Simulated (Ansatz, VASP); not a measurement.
# One calculation of TiO2, two programs

```xyz
12
Lattice="9.4590 0.0000 0.0000 0.0000 2.9585 0.0000 0.0000 0.0000 4.9022" Properties=species:S:1:pos:R:3 pbc="T T T"
Ti    6.0244    0.7396    2.7679
Ti    3.4346    2.2189    2.1343
Ti    8.1641    2.2189    0.3168
Ti    1.2949    0.7396    4.5854
O     4.4684    0.7396    1.4295
O     4.9906    2.2189    3.4727
O     0.2611    2.2189    3.8806
O     9.1979    0.7396    1.0216
O     7.2484    0.7396    4.2330
O     2.2106    2.2189    0.6692
O     6.9401    2.2189    1.7819
O     2.5189    0.7396    3.1203
```

Alike in both runs: task electric field gradients; functional PBE; k mesh 3 × 9 × 6; occupations fermi-dirac, width 0.05 eV; no spin polarisation.

|  | VASP | Ansatz |
| --- | --- | --- |
| version | VASP 6.6.1 | Ansatz 0.2.0 |
| potentials or method | VASP PAW PBE potentials, release 64 (Ti_sv, O), cutoff 520 eV | all-electron PAW datasets made for the crystal |

Ansatz gave:

* gap on the k mesh at the Fermi level (eV): 2.48
* least direct gap on the mesh (eV): 2.52
* pressure (GPa): 1.5
* traceless stress, the component that is largest in VASP (GPa): 0.59
* rms of the force components (eV/Å): 0.147
* size of Vzz on the site where it differs most (V/Å²): 18.9

**Question.** Which values does VASP return?

**Answer.** gap on the k mesh at the Fermi level (eV): 2.46; least direct gap on the mesh (eV): 2.50; pressure (GPa): 2.2; traceless stress, the component that is largest in VASP (GPa): 0.75; rms of the force components (eV/Å): 0.125; size of Vzz on the site where it differs most (V/Å²): 18.1.

Atom by atom the forces differ by 0.023 eV/Å (rms over components). Ansatz ran all-electron here, and VASP with PAW potentials.
